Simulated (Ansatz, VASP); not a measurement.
# One calculation of SiC5, two programs

Contents of INCAR:

```
  PREC = Accurate
  ENCUT = 520
  EDIFF = 1E-6
  ISMEAR = 0
  SIGMA = 0.1
  LREAL = F
  LASPH = T
  NELM = 150
  ALGO = Normal
  ISIF = 2
  LWAVE = F
  LCHARG = T
  ISPIN = 2
  MAGMOM = 0 1 1 1 1 1
  LORBIT = 11
  GGA = PE
  LELF = T
  LVHAR = T
  NBANDS = 25
```

Contents of KPOINTS:

```
Automatic mesh
0
Gamma
  6 6 2
```

Contents of POSCAR:

```
SiC5
1.0
    3.3326078876      0.0000000000      0.0000000000
   -1.6663039438      2.8861230915      0.0000000000
    0.0000000000      0.0000000000      8.4129058688
Si C
1 5
Direct
    0.0000000000      0.0000000000      0.5000000000
    0.0000000000      0.5000000000      0.0000000000
    0.5000000000      0.0000000000      0.0000000000
    0.5000000000      0.5000000000      0.0000000000
    0.6666666667      0.3333333333      0.5000000000
    0.3333333333      0.6666666667      0.5000000000
```

Input for Ansatz:

```yaml
crystal:
  lattice:
    - [3.3326078876, 0.0, 0.0]
    - [-1.6663039438, 2.8861230915, 0.0]
    - [0.0, 0.0, 8.4129058688]
  atoms:
    - { symbol: Si, position: [0.0, 0.0, 0.5] }
    - { symbol: C, position: [0.0, 0.5, 0.0], spin: 1.0 }
    - { symbol: C, position: [0.5, 0.0, 0.0], spin: 1.0 }
    - { symbol: C, position: [0.5, 0.5, 0.0], spin: 1.0 }
    - { symbol: C, position: [0.6666666667, 0.3333333333, 0.5], spin: 1.0 }
    - { symbol: C, position: [0.3333333333, 0.6666666667, 0.5], spin: 1.0 }
basis:
  ecutwfc: 420
kpoints:
  mp_grid: { grid: [6, 6, 2] }
hamiltonian:
  xc: pbe
scf:
  occupations: { method: gaussian, width: 0.1 }
  lower_state_search: "off"
output:
  forces: true
  stress: true
  eigenvalues: true
  populations: true
magnetization:
  spin_polarized: true
```

Change from the starting cell: species swapped into the YMg5 type (P-62m, No. 189).

Alike in both runs: task single point; functional PBE; k mesh 6 × 6 × 2; occupations gaussian, width 0.1 eV; collinear spin.

```csv
,VASP,Ansatz
version,VASP 6.6.1,Ansatz 0.2.0
potentials or method,"VASP PAW PBE potentials, release 64 (Si, C), cutoff 520 eV","scalar-relativistic, plane waves, PAW"
valence electrons in the cell,24,24
```

VASP gave:

```
gap on the k mesh at the Fermi level (eV)                     : none
pressure (GPa)                                                : 0.1
traceless stress, the component that is largest in VASP (GPa) : 0.09
net moment per atom (μB)                                      : 0.00
```

Which values does Ansatz return?

gap on the k mesh at the Fermi level (eV): none; pressure (GPa): 0.1; traceless stress, the component that is largest in VASP (GPa): 0.18; net moment per atom (μB): 0.00.

A gap of «none» marks a metal or a gap that the smearing closes. Ansatz's warnings: seeded moment not kept.

The k mesh is coarse, so the values compare programs but aren't converged.
